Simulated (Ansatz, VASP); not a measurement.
# BaTiO3: VASP beside Ansatz

```xyz
5
Lattice="3.9941 0.0000 0.0000 0.0000 3.9941 0.0000 0.0000 0.0000 3.9941" Properties=species:S:1:pos:R:3 pbc="T T T"
Ba    1.9970    1.9970    1.9970
Ti    0.0000    0.0000    0.0000
O     1.9970    0.0000    0.0000
O     0.0000    1.9970    0.0000
O     0.0000    0.0000    1.9970
```

Alike in both runs: task single point; functional HSE06; k mesh 4 × 4 × 4; no spin polarisation.

|  | VASP | Ansatz |
| --- | --- | --- |
| version | VASP 6.6.1 | Ansatz 0.2.0 |
| potentials or method | VASP PAW PBE potentials, release 64 (Ba_sv, Ti_sv, O) | plane waves, PAW |
| plane-wave cutoff (eV) | 520 | 420 |
| occupations | gaussian, width 0.01 eV | fixed |
| valence electrons in the cell | 40 | 40 |

|  | VASP | Ansatz | Ansatz less VASP |
| --- | --- | --- | --- |
| gap on the k mesh at the Fermi level (eV) | 3.14 | 3.21 | +0.065 |
| pressure (GPa) | -0.6 | -2.3 | -1.73 |

Ansatz's warnings: stress exchange threshold loose, stress scf threshold loose.

Neither program's run includes spin-orbit coupling.
